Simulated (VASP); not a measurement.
Sr3Ta2O, 6 atoms in the cell. Symmetry: P4mm, No. 99, tetragonal system. The conventional cell has a = 3.763 Å, b = 3.763 Å, c = 8.189 Å, α = 90.00°, β = 90.00°, γ = 90.00°. Sr (site symmetry 2mm) has 10 Sr at 2.66 to 3.76 Å and 4 Ta at 2.87 to 2.89 Å and 2 O at 3.60 Å within 3.8 Å. Sr (site symmetry 4mm) has 5 Ta at 2.82 to 2.90 Å and 4 O at 3.33 Å and 8 Sr at 3.64 to 3.76 Å within 3.8 Å. Within 3.8 Å of Ta (site symmetry 4mm) lie 8 Sr at 2.82 to 2.89 Å and 1 O at 2.92 Å and 4 Ta at 3.76 Å. Ta (site symmetry 4mm) has 4 O at 2.81 Å and 5 Sr at 2.87 to 2.90 Å and 4 Ta at 3.76 Å within 3.8 Å. O (site symmetry 4mm) has 5 Ta at 2.81 to 2.92 Å and 8 Sr at 3.33 to 3.60 Å and 4 O at 3.76 Å within 3.8 Å. The cell was built from a structure type or drawn by symmetry, and may not be a known phase.

| Quantity | Value |
| --- | --- |
| Program | VASP 6.6.1 |
| Task | single point |
| Functional | PBE |
| Potentials or basis | VASP PAW PBE potentials, release 64 (Sr_sv, Ta_pv, O) |
| Cutoff | 520 eV |
| k mesh | 4 × 4 × 2 |
| Occupations | gaussian, width 0.1 eV |
| Spin | no spin polarisation |
| Dipole correction | no |
| Further INCAR settings | ALGO = Normal; EDIFF = 1e-06; NBANDS = 38 |

Potentials or basis: VASP PAW PBE potentials, release 64 (Sr_sv, Ta_pv, O).

Command:

```console
$ cat potpaw_PBE.64/Sr_sv/POTCAR potpaw_PBE.64/Ta_pv/POTCAR potpaw_PBE.64/O/POTCAR > POTCAR
$ mpirun -np 1 vasp_std > vasp.out
```

Hardware: 1 thread of Intel(R) Xeon(R) Platinum 8259CL CPU @ 2.50GHz (Skylake/Cascade Lake) (shared host).

Q: How long does it take, and how much memory?

A: Wall time 94 s on 1 thread of Intel(R) Xeon(R) Platinum 8259CL CPU @ 2.50GHz (Skylake/Cascade Lake) (shared host), peak memory 0.23 GiB. Counts: scf iterations 18, k points 12.
